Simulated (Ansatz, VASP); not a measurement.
# One calculation of Ti, two programs

The input INCAR:

```
PREC = Accurate ; ENCUT = 520
EDIFF = 1E-7 ; ISMEAR = -1
SIGMA = 0.08 ; LREAL = False
LASPH = True ; NELM = 60
ALGO = Normal ; ISIF = 2
LWAVE = False ; LCHARG = False
GGA = PE ; NBANDS = 19
```

Contents of KPOINTS:

```
regular mesh
0
Gamma
  13 13 7
```

File POSCAR:

```
Ti
1.0
    2.9499978604      0.0000000000      0.0000000000
   -1.4749989302      2.5547730882      0.0000000000
    0.0000000000      0.0000000000      4.6391400000
Ti
2
Direct
    0.3333333333      0.6666666667      0.2500000000
    0.6666666667      0.3333333333      0.7500000000
```

Input for Ansatz:

```yaml
crystal:
  lattice:
    - [2.9499978604, 0.0, 0.0]
    - [-1.4749989302, 2.5547730882, 0.0]
    - [0.0, 0.0, 4.63914]
  atoms:
    - { symbol: Ti, position: [0.3333333333, 0.6666666667, 0.25] }
    - { symbol: Ti, position: [0.6666666667, 0.3333333333, 0.75] }
kpoints:
  mp_grid: { grid: [13, 13, 7] }
  band_path:
    path:
      - [0.0, 0.0, 0.0]
      - [0.5, 0.0, 0.0]
      - [0.3333333333, 0.3333333333, 0.0]
      - [0.0, 0.0, 0.0]
      - [0.0, 0.0, 0.5]
      - [0.5, 0.0, 0.5]
      - [0.3333333333, 0.3333333333, 0.5]
      - [0.0, 0.0, 0.5]
      - [0.5, 0.0, 0.5]
    npoints: 5
scf:
  occupations: { method: fermi_dirac, width: 0.08 }
hamiltonian:
  xc: pbe
  pseudopotentials: { kind: all_electron, lapw: { basis_error: 0.0005 } }
output:
  forces: true
  stress: true
  eigenvalues: true
```

Change from the starting cell: zz strain of -1 %.

Alike in both runs: task single point; functional PBE; k mesh 13 × 13 × 7; occupations fermi-dirac, width 0.08 eV; no spin polarisation.

|  | VASP | Ansatz |
| --- | --- | --- |
| version | VASP 6.6.1 | Ansatz 0.2.0 |
| potentials or method | VASP PAW PBE potentials, release 64 (Ti_sv), cutoff 520 eV | all-electron LAPW, scalar-relativistic |

|  | VASP | Ansatz | Ansatz less VASP |
| --- | --- | --- | --- |
| pressure (GPa) | -0.7 | -0.5 | +0.26 |
| traceless stress, the component that is largest in VASP (GPa) | 0.49 | 0.50 | +0.008 |

Ansatz ran all-electron here, and VASP with PAW potentials.
